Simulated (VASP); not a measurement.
Here is a VASP 6.6.1 calculation.

The input INCAR:

```
SYSTEM = CdS
ALGO     = Normal         ! electronic algorithm
EDIFF    = 1E-6           ! SCF threshold, eV
ENCUT    = 500            ! plane-wave cutoff, eV
GGA      = PE             ! functional
GGA_COMPAT= .False.      
ISIF     = 2              ! what is computed and relaxed
ISMEAR   = 0              ! smearing method
LASPH    = .True.         ! aspherical terms in the spheres
LCHARG   = .False.        ! write CHGCAR
LREAL    = .False.        ! projectors in reciprocal space
LWAVE    = .False.        ! write WAVECAR
NBANDS   = 16             ! bands
NELM     = 120            ! most SCF steps
PREC     = Accurate       ! precision mode
SIGMA    = 0.01           ! smearing width, eV
```

The input KPOINTS:

```
k-points
0
Gamma
  4 4 4
  0 0 0
```

Contents of POSCAR:

```
CdS
1.0
    0.0000000000      3.0567834368      3.0567834368
    3.0567834368      0.0000000000      3.0567834368
    3.0567834368      3.0567834368      0.0000000000
Cd S
1 1
Direct
    0.0000000000      0.0000000000      0.0000000000
    0.2500000000      0.2500000000      0.2500000000
```

Potentials or basis: VASP PAW PBE potentials, release 64 (Cd, S).

Launch:

```sh
$ cat potpaw_PBE.64/Cd/POTCAR potpaw_PBE.64/S/POTCAR > POTCAR
$ mpirun -np 1 vasp_std > vasp.out
```

Predict the band gap on the k mesh.

0.82 eV.

What does it give for the pressure?

-3.7 GPa.

Caveat: the k points lie up to 0.45 Å⁻¹ apart; the cell differs from its parent crystal (strain +4.0%).
